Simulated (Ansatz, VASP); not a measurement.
## BeS in VASP and in Ansatz

```
Be S
1.0
     3.30024    0.00000    0.00000
    -1.65012    2.85809    0.00000
     0.00000    0.00000    5.25522
Be S
2 2
Direct
  0.00000 0.00000 0.00000
  0.00000 0.00000 0.50000
  0.33333 0.66667 0.25000
  0.66667 0.33333 0.75000
```

Alike in both runs: task single point; functional PBE; k mesh 6 × 6 × 4; no spin polarisation.

|  | VASP | Ansatz |
| --- | --- | --- |
| version | VASP 6.6.1 | Ansatz 0.2.0 |
| potentials or method | VASP PAW PBE potentials, release 64 (Be, S) | plane waves, PAW |
| plane-wave cutoff (eV) | 520 | 420 |
| occupations | gaussian, width 0.01 eV | fixed |
| valence electrons in the cell | 16 | 16 |

|  | VASP | Ansatz | Ansatz less VASP |
| --- | --- | --- | --- |
| gap on the k mesh at the Fermi level (eV) | 1.46 | 1.46 | -0.008 |
| pressure (GPa) | -0.2 | -0.1 | +0.08 |
| traceless stress, the component that is largest in VASP (GPa) | -0.37 | -0.37 | +0.001 |
